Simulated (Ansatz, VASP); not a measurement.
WS2: VASP beside Ansatz

```
W S
1.0
     3.18123    0.00000    0.00000
    -1.59061    2.75503    0.00000
     0.00000    0.00000   12.36439
W S
2 4
Direct
  0.33333 0.66667 0.25000
  0.66667 0.33333 0.75000
  0.33333 0.66667 0.62143
  0.66667 0.33333 0.12143
  0.33333 0.66667 0.87857
  0.66667 0.33333 0.37857
```

Alike in both runs: task single point; functional LDA; k mesh 12 × 12 × 4; occupations gaussian, width 0.05 eV; no spin polarisation.

|  | VASP | Ansatz |
| --- | --- | --- |
| version | VASP 6.6.1 | Ansatz 0.2.0 |
| potentials or method | VASP PAW LDA potentials, release 64 (W_sv, S), cutoff 520 eV | scalar-relativistic, plane waves, PAW |
| valence electrons in the cell | 52 | 52 |

|  | VASP | Ansatz | Ansatz less VASP |
| --- | --- | --- | --- |
| gap on the k mesh at the Fermi level (eV) | 0.90 | 0.90 | -0.008 |
| least direct gap on the mesh (eV) | 1.77 | 1.76 | -0.009 |
| pressure (GPa) | -8.0 | -8.3 | -0.32 |
| traceless stress, the component that is largest in VASP (GPa) | -0.59 | -0.59 | -0.006 |
| rms of the force components (eV/Å) | 0.398 | 0.417 | +0.0194 |

Ansatz warns that its potentials were made for another functional, while VASP's fit it. LDA's correlation is that of Perdew and Zunger in VASP and of Perdew and Wang (1992) in Ansatz. Atom by atom the forces differ by 0.019 eV/Å (rms over components).

Spin-orbit coupling is off throughout.
